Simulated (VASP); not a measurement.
# PbF2 (Fm-3m) in VASP: notebook

The runs below take PbF2 through elastic constants, with PBEsol.

Everything below comes from runs of VASP 6.6.1. Logs are shortened: lines on timing, memory, paths and dates and some standing lists are left out, and cuts for length are marked.

### 1 The cell of the first run

Symmetry: Fm-3m, No. 225, cubic system. Conventional cell: a = 5.808 Å, b = 5.808 Å, c = 5.808 Å, α = 90.00°, β = 90.00°, γ = 90.00°. Pb (site symmetry m-3m) has 8 F at 2.51 Å within 3.3 Å. F (site symmetry -43m) has 4 Pb at 2.51 Å and 6 F at 2.90 Å within 3.3 Å.

### 2 Elastic constants, PBEsol

Contents of INCAR:

```
SYSTEM = PbF2
PREC = Accurate
ENCUT = 600
EDIFF = 1E-8
ISMEAR = 0
SIGMA = 0.01
LREAL = .FALSE.
LASPH = .TRUE.
NELM = 60
ALGO = Normal
ISIF = 3
LWAVE = .FALSE.
LCHARG = .TRUE.
GGA = PS
NBANDS = 21
IBRION = 6
NFREE = 2
POTIM = 0.015
NSW = 1
```

Contents of KPOINTS:

```
Automatic mesh
0
G
  6 6 6
  0 0 0
```

Contents of POSCAR:

```
PbF2
1.0
    0.0000000000      2.9037536273      2.9037536273
    2.9037536273      0.0000000000      2.9037536273
    2.9037536273      2.9037536273      0.0000000000
Pb F
1 2
Direct
    0.0000000000      0.0000000000      0.0000000000
    0.2500000000      0.2500000000      0.2500000000
    0.7500000000      0.7500000000      0.7500000000
```

Potentials or basis: VASP PAW PBE potentials, release 64 (Pb_d, F).

Started as:

```console
$ cat potpaw_PBE.64/Pb_d/POTCAR potpaw_PBE.64/F/POTCAR > POTCAR
$ mpirun -np 1 vasp_std > vasp.out
```

OUTCAR:

```text
SYSTEM = PbF2
   PREC = Accurate
   ENCUT = 600
   EDIFF = 1E-8
   ISMEAR = 0
   LREAL = .FALSE.
   LASPH = .TRUE.
   NELM = 60
   ISIF = 3
   GGA = PS
   IBRION = 6
   NFREE = 2
   POTIM = 0.015
   NSW = 1

 ion  position               nearest neighbor table
   1  0.000  0.000  0.000-   3 2.51   3 2.51   3 2.51   2 2.51   3 2.51   2 2.51   2 2.51   2 2.51

   2  0.250  0.250  0.250-   1 2.51   1 2.51   1 2.51   1 2.51
   3  0.750  0.750  0.750-   1 2.51   1 2.51   1 2.51   1 2.51

  LATTYP: Found a face centered cubic cell.
 ALAT       =     5.8075072546

  Lattice vectors:

 A1 = (   0.0000000000,   2.9037536273,   2.9037536273)
 A2 = (   2.9037536273,   0.0000000000,   2.9037536273)
 A3 = (   2.9037536273,   2.9037536273,   0.0000000000)

Analysis of symmetry for initial positions (statically):
=====================================================================
 Subroutine PRICEL returns:
 Original cell was already a primitive cell.

 Routine SETGRP: Setting up the symmetry group for a
 face centered cubic supercell.

 Subroutine GETGRP returns: Found 48 space group operations
 (whereof 48 operations were pure point group operations)
 out of a pool of 48 trial point group operations.

The static configuration has the point symmetry O_h .

Analysis of symmetry for dynamics (positions and initial velocities):
=====================================================================
 Subroutine PRICEL returns:
 Original cell was already a primitive cell.

 Routine SETGRP: Setting up the symmetry group for a
 face centered cubic supercell.

 Subroutine GETGRP returns: Found 48 space group operations
 (whereof 48 operations were pure point group operations)
 out of a pool of 48 trial point group operations.

The dynamic configuration has the point symmetry O_h .

 Subroutine INISYM returns: Found 48 space group operations
 (whereof 48 operations are pure point group operations),
 and found     1 'primitive' translations

----------------------------------------------------------------------------------------

                                     Primitive cell

  volume of cell :      48.9677

  direct lattice vectors                    reciprocal lattice vectors
     0.000000000  2.903753627  2.903753627    -0.172190917  0.172190917  0.172190917
     2.903753627  0.000000000  2.903753627     0.172190917 -0.172190917  0.172190917
     2.903753627  2.903753627  0.000000000     0.172190917  0.172190917 -0.172190917

  length of vectors
     4.106527762  4.106527762  4.106527762     0.298243417  0.298243417  0.298243417

  position of ions in fractional coordinates (direct lattice)
     0.000000000  0.000000000  0.000000000
     0.250000000  0.250000000  0.250000000
     0.750000000  0.750000000  0.750000000

  ion indices of the primitive-cell ions
   primitive index   ion index
                 1           1
                 2           2
                 3           3

----------------------------------------------------------------------------------------

 KPOINTS: Automatic mesh

Automatic generation of k-mesh.
 Grid dimensions read from file:
 generate k-points for:    6    6    6

 Generating k-lattice:

  Cartesian coordinates                     Fractional coordinates (reciprocal lattice)
    -0.028698486  0.028698486  0.028698486     0.166666667  0.000000000  0.000000000
     0.028698486 -0.028698486  0.028698486     0.000000000  0.166666667  0.000000000
     0.028698486  0.028698486 -0.028698486     0.000000000  0.000000000  0.166666667

  Length of vectors
     0.049707236  0.049707236  0.049707236

  Shift w.r.t. Gamma in fractional coordinates (k-lattice)
     0.000000000  0.000000000  0.000000000

 Subroutine IBZKPT returns following result:
 ===========================================

 Found     16 irreducible k-points:

 Following reciprocal coordinates:
            Coordinates               Weight
  0.000000  0.000000  0.000000      1.000000
  0.166667  0.000000  0.000000      8.000000
  0.333333  0.000000  0.000000      8.000000
  0.500000  0.000000  0.000000      4.000000
  0.166667  0.166667  0.000000      6.000000
[... 55 lines left out ...]
   LHFCALC =     F    Hartree Fock is set to
   AEXX    =    0.0000 exact exchange contribution
   IVDW    =     0    specifies the selected vdW correction
   LEPSILON=     F    determine dielectric tensor
   LRPA    =     F    only Hartree local field effects (RPA)
 finite differences with symmetry
 non-spin polarized calculation
 Gauss-broadening in eV      SIGMA  =   0.01
  energy-cutoff  :      600.00
  volume of cell :       48.97
 maximum number of plane-waves:      1660
 NGX is ok and might be reduce to    36
   NGX = 17   NGY = 17   NGZ = 17

--------------------------------------- Ionic step        1  -------------------------------------------

 number of electron      28.0000001 magnetization

 Free energy of the ion-electron system (eV)
  ---------------------------------------------------
  ext. energy  EPLUGINS =         0.00000000
  ---------------------------------------------------
  free energy    TOTEN  =       -14.91077847 eV

  energy without entropy =      -14.91077847  energy(sigma->0) =      -14.91077847

------------------------ aborting loop because EDIFF is reached ----------------------------------------

  FORCE on cell =-STRESS in cart. coord.  units (eV):
  Direction    XX          YY          ZZ          XY          YZ          ZX
  --------------------------------------------------------------------------------------
  -------------------------------------------------------------------------------------
  Total        1.1483142      1.1483142      1.1483142      0.0000000     -0.0000000      0.0000000
  in kB       37.5718030     37.5718030     37.5718030      0.0000000     -0.0000000      0.0000000
  external PRESSURE =      37.5718030 kB  Pullay stress =       0.0000000 kB
[... 92 lines left out ...]
  FREE ENERGIE OF THE ION-ELECTRON SYSTEM (eV)
  ---------------------------------------------------
  free  energy   TOTEN  =       -14.8890705683 eV

  energy  without entropy=      -14.8890705683  energy(sigma->0) =      -14.88907057

 E-fermi :   2.8081     XC(G=0): -10.0600

 val. band max:        2.7236541997   @ k =  -0.3333  -0.8333  -0.5000
 cond. band min:       6.9710066332   @ k =   0.5000   0.5000   0.0000
 fundamental gap:      4.2473524335
 Fermi energy:         2.8081023221

 k-point     1 :       0.0000    0.0000    0.0000
  band No.  band energies     occupation
      1     -18.9225      2.00000
      2     -18.1292      2.00000
      3     -11.7742      2.00000
      4     -11.7742      2.00000
      5     -11.7627      2.00000
      6     -11.6665      2.00000
[... 565 lines left out ...]
     20      18.5369      0.00000
     21      19.6733      0.00000

 [... further k-points ...]

[... ionic steps 4 to 14 ...]

--------------------------------------- Ionic step       15  -------------------------------------------

 number of electron      28.0000003 magnetization

------------------------ aborting loop because EDIFF is reached ----------------------------------------
[... 69 lines left out ...]
--------------------------------------- Ionic step       17  -------------------------------------------

 number of electron      28.0000000 magnetization

 Free energy of the ion-electron system (eV)
  ---------------------------------------------------
  ext. energy  EPLUGINS =         0.00000000
  ---------------------------------------------------
  free energy    TOTEN  =       -14.91042482 eV

  energy without entropy =      -14.91042482  energy(sigma->0) =      -14.91042482

 E-fermi :   2.5655     XC(G=0):  -9.9796

 val. band max:        2.4986931527   @ k =  -0.3333   0.3333   0.1667
 cond. band min:       6.8047757293   @ k =   0.5000   0.5000   0.0000
 fundamental gap:      4.3060825766
 Fermi energy:         2.5655051627

 k-point     1 :       0.0000    0.0000    0.0000
  band No.  band energies     occupation
      1     -18.9876      2.00000
      2     -18.2276      2.00000
      3     -11.9419      2.00000
      4     -11.9415      2.00000
      5     -11.9414      2.00000
      6     -11.8455      2.00000
[... 565 lines left out ...]
     20      18.0789      0.00000
     21      18.5625      0.00000

 [... further k-points ...]

------------------------ aborting loop because EDIFF is reached ----------------------------------------

  FORCE on cell =-STRESS in cart. coord.  units (eV):
  Direction    XX          YY          ZZ          XY          YZ          ZX
  --------------------------------------------------------------------------------------
  -------------------------------------------------------------------------------------
  Total        1.1495727      1.1490196      1.1490196      0.0000000      0.0600622      0.0000000
  in kB       37.6129782     37.5948829     37.5948829      0.0000000      1.9651809      0.0000000
  external PRESSURE =      37.6009147 kB  Pullay stress =       0.0000000 kB
[... 18 lines left out ...]
  FREE ENERGIE OF THE ION-ELECTRON SYSTEM (eV)
  ---------------------------------------------------
  free  energy   TOTEN  =       -14.9104248182 eV

  energy  without entropy=      -14.9104248182  energy(sigma->0) =      -14.91042482

 INTERNAL STRAIN TENSORS FROM STRAINED CELLS
 ============================================

 INTERNAL STRAIN TENSOR FOR ION    1 for displacements in x,y,z  (eV/Angst):
          X           Y           Z          XY          YZ          ZX
  --------------------------------------------------------------------------------
  x    -0.00000    -0.00000     0.00000    -0.00000     0.00000     0.00000
  y     0.00000     0.00000     0.00000     0.00000     0.00000    -0.00000
  z     0.00000     0.00000     0.00000     0.00000    -0.00000     0.00000

 INTERNAL STRAIN TENSORS FROM DISPLACED ATOMS
 ============================================

 INTERNAL STRAIN TENSOR FOR ION    1 for displacements in x,y,z  (eV/Angst):
          X           Y           Z          XY          YZ          ZX
  --------------------------------------------------------------------------------
  x     0.00000     0.00000     0.00000     0.00000     0.00000     0.00000
  y     0.00000     0.00000     0.00000     0.00000     0.00000     0.00000
  z     0.00000     0.00000     0.00000     0.00000     0.00000     0.00000

 INTERNAL STRAIN TENSOR FOR ION    3 for displacements in x,y,z  (eV/Angst):
          X           Y           Z          XY          YZ          ZX
  --------------------------------------------------------------------------------
  x    -0.00000     0.00000     0.00000     0.00000     4.00256     0.00000
  y     0.00000    -0.00000     0.00000     0.00000     0.00000     4.00256
  z     0.00000     0.00000    -0.00000     4.00256     0.00000     0.00000

 Eigenvectors and eigenvalues of the dynamical matrix
 ----------------------------------------------------

   1 f  =    8.121587 THz    51.029433 2PiTHz  270.906968 cm-1    33.588168 meV
             X         Y         Z           dx          dy          dz
      0.000000  0.000000  0.000000    -0.000000   -0.000000    0.000000
      1.451877  1.451877  1.451877    -0.707077    0.006441   -0.000000
      4.355630  4.355630  4.355630     0.707077   -0.006441   -0.000000
[... 43 lines left out ...]
   9 f/i=    0.005315 THz     0.033397 2PiTHz    0.177298 cm-1     0.021982 meV
             X         Y         Z           dx          dy          dz
      0.000000  0.000000  0.000000     0.002565   -0.918257   -0.052479
      1.451877  1.451877  1.451877     0.000774   -0.277075   -0.015835
      4.355630  4.355630  4.355630     0.000774   -0.277075   -0.015835

--------------------------------------------------------------------------------------------------------

 ELASTIC MODULI CONTR FROM IONIC RELAXATION (kBar)
 Direction    XX          YY          ZZ          XY          YZ          ZX
 --------------------------------------------------------------------------------
 XX          -0.0000      0.0000     -0.0000      0.0000      0.0000     -0.0000
 YY           0.0000     -0.0000     -0.0000      0.0000     -0.0000      0.0000
 ZZ          -0.0000     -0.0000     -0.0000      0.0000      0.0000      0.0000
 XY           0.0000      0.0000      0.0000   -204.4648     -0.0000     -0.0000
 YZ           0.0000     -0.0000      0.0000     -0.0000   -204.4648      0.0000
 ZX          -0.0000      0.0000      0.0000     -0.0000      0.0000   -204.4648
 --------------------------------------------------------------------------------

 TOTAL ELASTIC MODULI (kBar)
 Direction    XX          YY          ZZ          XY          YZ          ZX
 --------------------------------------------------------------------------------
 XX        1245.9115    736.0431    736.0431     -0.0000      0.0000      0.0000
 YY         736.0431   1245.9115    736.0431     -0.0000     -0.0000      0.0000
 ZZ         736.0431    736.0431   1245.9115      0.0000     -0.0000      0.0000
 XY          -0.0000     -0.0000      0.0000    229.7673     -0.0000     -0.0000
 YZ           0.0000     -0.0000     -0.0000     -0.0000    229.7673      0.0000
 ZX           0.0000      0.0000      0.0000     -0.0000      0.0000    229.7673
 --------------------------------------------------------------------------------
```

It took 6.4 min on 1 thread of AMD EPYC 9R45 (Zen 5), shared host; peak memory 0.27 GiB.

What came out:

```yaml
Elastic_constants_C11_C12_C44: 125, 74, 23 GPa
Voigt_bulk_modulus: 91 GPa
Highest_phonon_frequency_at_Γ_LO-TO_splitting_left_out: 271 cm⁻¹
```

Phonon frequencies in cm⁻¹ (negative: imaginary):
```csv
q point,frequencies
"(0.000, 0.000, 0.000)",0 0 0 140 140 140 271 271 271
```

Elastic tensor in Voigt notation (GPa, in the Cartesian axes of the cell as first typed):
```
125  74  74   0   0   0
 74 125  74   0   0   0
 74  74 125   0   0   0
  0   0   0  23   0   0
  0   0   0   0  23   0
  0   0   0   0   0  23
```

Clamped-ion elastic tensor (GPa):
```
125  74  74   0   0   0
 74 125  74   0   0   0
 74  74 125   0   0   0
  0   0   0  43   0   0
  0   0   0   0  43   0
  0   0   0   0   0  43
```

Caveat: the cell is under stress, which shifts elastic constants; the PAW data sets were made with another functional, which shifts forces and pressure a little; spin-orbit coupling is left out, which moves the levels of the heavy elements.

### 3 Elastic constants, PBEsol

This run uses another cell than the first one, of 16.69 Å³/atom.

Contents of INCAR:

```
SYSTEM = PbF2
  PREC = Accurate
  ENCUT = 600
  EDIFF = 1E-8
  ISMEAR = 0
  SIGMA = 0.01
  LREAL = .False.
  LASPH = .True.
  NELM = 80
  ALGO = Normal
  ISIF = 3
  LWAVE = .False.
  LCHARG = .True.
  GGA = PS
  NBANDS = 21
  IBRION = 6
  NFREE = 2
  POTIM = 0.015
  NSW = 1
```

Contents of KPOINTS:

```
Automatic mesh
0
Gamma
  6 6 6
  0 0 0
```

Contents of POSCAR:

```
PbF2
1.0
    0.0000000000      2.9251799565      2.9251799565
    2.9251799565      0.0000000000      2.9251799565
    2.9251799565      2.9251799565      0.0000000000
Pb F
1 2
Direct
    0.0000000000      0.0000000000      0.0000000000
    0.2500000000      0.2500000000      0.2500000000
    0.7500000000      0.7500000000      0.7500000000
```

Potentials or basis: VASP PAW PBE potentials, release 64 (Pb_d, F).

Started as:

```console
$ cat potpaw_PBE.64/Pb_d/POTCAR potpaw_PBE.64/F/POTCAR > POTCAR
$ mpirun -np 1 vasp_std > vasp.out
```

OUTCAR:

```text
SYSTEM = PbF2
   PREC = Accurate
   ENCUT = 600
   EDIFF = 1E-8
   ISMEAR = 0
   LREAL = .False.
   LASPH = .True.
   NELM = 80
   ISIF = 3
   GGA = PS
   IBRION = 6
   NFREE = 2
   POTIM = 0.015
   NSW = 1

 ion  position               nearest neighbor table
   1  0.000  0.000  0.000-   3 2.53   3 2.53   2 2.53   3 2.53   2 2.53   2 2.53   3 2.53   2 2.53

[... 1615 lines left out ...]
      4.387770  4.387770  4.387770    -0.003703    0.639888   -0.300881
[... 43 lines left out ...]
   9 f/i=    0.004132 THz     0.025963 2PiTHz    0.137835 cm-1     0.017089 meV
             X         Y         Z           dx          dy          dz
      0.000000  0.000000  0.000000    -0.001227    0.038675    0.918872
      1.462590  1.462590  1.462590    -0.000371    0.011676    0.277402
      4.387770  4.387770  4.387770    -0.000371    0.011676    0.277402

--------------------------------------------------------------------------------------------------------

 ELASTIC MODULI CONTR FROM IONIC RELAXATION (kBar)
 Direction    XX          YY          ZZ          XY          YZ          ZX
 --------------------------------------------------------------------------------
 XX          -0.0000     -0.0000     -0.0000      0.0000      0.0000     -0.0000
 YY          -0.0000     -0.0000     -0.0000      0.0000      0.0000      0.0000
 ZZ          -0.0000     -0.0000     -0.0000      0.0000      0.0000     -0.0000
 XY           0.0000      0.0000      0.0000   -155.6328     -0.0000      0.0000
 YZ           0.0000      0.0000      0.0000     -0.0000   -155.6328      0.0000
 ZX          -0.0000      0.0000     -0.0000      0.0000      0.0000   -155.6328
 --------------------------------------------------------------------------------

 TOTAL ELASTIC MODULI (kBar)
 Direction    XX          YY          ZZ          XY          YZ          ZX
 --------------------------------------------------------------------------------
 XX        1182.0129    658.6501    658.6501      0.0000      0.0000     -0.0000
 YY         658.6501   1182.0129    658.6501     -0.0000      0.0000      0.0000
 ZZ         658.6501    658.6501   1182.0129      0.0000      0.0000     -0.0000
 XY           0.0000     -0.0000      0.0000    228.0550     -0.0000      0.0000
 YZ           0.0000      0.0000      0.0000     -0.0000    228.0550      0.0000
 ZX          -0.0000      0.0000     -0.0000      0.0000      0.0000    228.0550
 --------------------------------------------------------------------------------
```

stdout:

```text
POSCAR found type information on POSCAR PbF
 POSCAR found :  2 types and       3 ions
 scaLAPACK will be used
 -----------------------------------------------------------------------------
|                                                                             |
|                                                                             |
|     You enforced a specific xc type in the INCAR file but a different       |
|     I HOPE YOU KNOW WHAT YOU ARE DOING!                                     |
[... 32 lines left out ...]
 Finite differences progress:
 bond charge predicted
 Finite differences progress:
 bond charge predicted
 Finite differences progress:
 bond charge predicted
 Finite differences progress:
 bond charge predicted
 Finite differences progress:
 bond charge predicted
 Finite differences progress:
 bond charge predicted
 Finite differences progress:
```

Run time: 6.5 min. Hardware: 1 thread of AMD EPYC 9R45 (Zen 5), shared host; peak memory 0.27 GiB.

Results:

```yaml
Elastic_constants_C11_C12_C44: 118, 66, 23 GPa
Voigt_bulk_modulus: 83 GPa
Highest_phonon_frequency_at_Γ_LO-TO_splitting_left_out: 261 cm⁻¹
```

Phonon frequencies in cm⁻¹ (negative: imaginary):
| q point | frequencies |
| --- | --- |
| (0.000, 0.000, 0.000) | 0 0 0 127 127 127 261 261 261 |

Elastic tensor in Voigt notation (GPa, in the Cartesian axes of the cell as first typed):
```
118  66  66   0   0   0
 66 118  66   0   0   0
 66  66 118   0   0   0
  0   0   0  23   0   0
  0   0   0   0  23   0
  0   0   0   0   0  23
```

Clamped-ion elastic tensor (GPa):
```
118  66  66   0   0   0
 66 118  66   0   0   0
 66  66 118   0   0   0
  0   0   0  38   0   0
  0   0   0   0  38   0
  0   0   0   0   0  38
```

Caveat: the cell is under stress, which shifts elastic constants; the PAW data sets were made with another functional, which shifts forces and pressure a little; spin-orbit coupling is left out, which moves the levels of the heavy elements.
